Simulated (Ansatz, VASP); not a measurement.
## One calculation of TiSi2, two programs

INCAR

```
PREC = Accurate ; ENCUT = 520
EDIFF = 1E-7 ; ISMEAR = -1
SIGMA = 0.08 ; LREAL = F
LASPH = T ; NELM = 100
ALGO = Normal ; ISIF = 2
LWAVE = F ; LCHARG = F
GGA = PS ; NBANDS = 29
```

KPOINTS

```
Automatic mesh
0
Gamma
  8 8 8
```

Contents of POSCAR:

```
TiSi2
1.0
    0.0418975000      4.1393075000      4.2820900000
    2.4078075000      0.0332400000      4.2734325000
    2.4070900000      4.1299325000      0.0325225000
Ti Si
2 4
Direct
    0.7500000000      0.7500000000      0.7500000000
    0.5000000000      0.5000000000      0.5000000000
    0.0830000000      0.4170000000      0.0830000000
    0.4170000000      0.0830000000      0.4170000000
    0.1670000000      0.8330000000      0.1670000000
    0.8330000000      0.1670000000      0.8330000000
```

Input for Ansatz:

```yaml
crystal:
  lattice:
    - [0.0418975, 4.1393075, 4.28209]
    - [2.4078075, 0.03324, 4.2734325]
    - [2.40709, 4.1299325, 0.0325225]
  atoms:
    - { symbol: Ti, position: [0.75, 0.75, 0.75] }
    - { symbol: Ti, position: [0.5, 0.5, 0.5] }
    - { symbol: Si, position: [0.083, 0.417, 0.083] }
    - { symbol: Si, position: [0.417, 0.083, 0.417] }
    - { symbol: Si, position: [0.167, 0.833, 0.167] }
    - { symbol: Si, position: [0.833, 0.167, 0.833] }
kpoints:
  mp_grid: { grid: [8, 8, 8] }
  band_path:
    path:
      - [0.0, 0.0, 0.0]
      - [0.5, 0.5, 0.0]
      - [0.5, 0.0, 0.5]
      - [0.0, 0.0, 0.0]
      - [-0.5, -0.5, -0.5]
      - [0.5, 0.0, 0.0]
      - [0.0, 0.0, 0.0]
      - [0.0, -0.5, 0.0]
      - [0.0, 0.0, -0.5]
    npoints: 5
scf:
  occupations: { method: fermi_dirac, width: 0.08 }
hamiltonian:
  xc: pbesol
  pseudopotentials: { kind: all_electron, lapw: { basis_error: 0.0005 } }
output:
  forces: true
  stress: true
  eigenvalues: true
```

Change from the starting cell: equal xy, yz and zx shear strains of +1 %.

Alike in both runs: task single point; functional PBEsol; k mesh 8 × 8 × 8; occupations fermi-dirac, width 0.08 eV; no spin polarisation.

```csv
,VASP,Ansatz
version,VASP 6.6.1,Ansatz 0.2.0
potentials or method,"VASP PAW PBE potentials, release 64 (Ti_sv, Si), cutoff 520 eV","all-electron LAPW, scalar-relativistic"
```

```csv
,VASP,Ansatz,Ansatz less VASP
pressure (GPa),-1.6,-1.7,-0.13
"traceless stress, the component that is largest in VASP (GPa)",-1.57,-1.57,+0.003
rms of the force components (eV/Å),0.092,0.092,-0.0003
```

VASP's potentials were made for PBE, not for PBEsol. Atom by atom the forces differ by 0.000 eV/Å (rms over components). Ansatz ran all-electron here, and VASP with PAW potentials.
